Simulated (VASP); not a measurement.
PtBr2 (fluorite type): single point with PBE

Crystal: PtBr2 (fluorite type).

```
Pt Br
1.0
     0.00000    3.31029    3.31029
     3.31029    0.00000    3.31029
     3.31029    3.31029    0.00000
Pt Br
1 2
Direct
  0.00000 0.00000 0.00000
  0.25000 0.25000 0.25000
  0.75000 0.75000 0.75000
```

* Program: VASP 6.6.1
* Task: single point
* Functional: PBE
* Potentials or basis: VASP PAW PBE potentials, release 64 (Pt, Br)
* Cutoff: 520 eV
* k mesh: 11 × 11 × 11
* Occupations: fermi-dirac, width 0.05 eV
* Spin: no spin polarisation
* Dipole correction: no
* Further INCAR settings: ALGO = Normal; EDIFF = 1e-06; NBANDS = 19

| Property | Result |
| --- | --- |
| Pressure | 0.0 GPa |
| Band gap on the k mesh | zero (band 12 reaches 4.27 eV, above the bottom of band 13 at 4.00 eV) |

Levels at points of the mesh, in eV from the Fermi level:
```tsv
k point	band 9	band 10	band 11	band 12	band 13	band 14	band 15	band 16
(0.00, 0.00, 0.00)	-1.94	-1.94	0.13	0.13	0.13	0.57	4.59	4.59
```

It took 67 s on 1 thread of Intel Xeon 6975P-C, on a shared host, peak memory 0.25 GiB.

Caveat: spin-orbit coupling is left out, which moves the levels of the heavy elements.
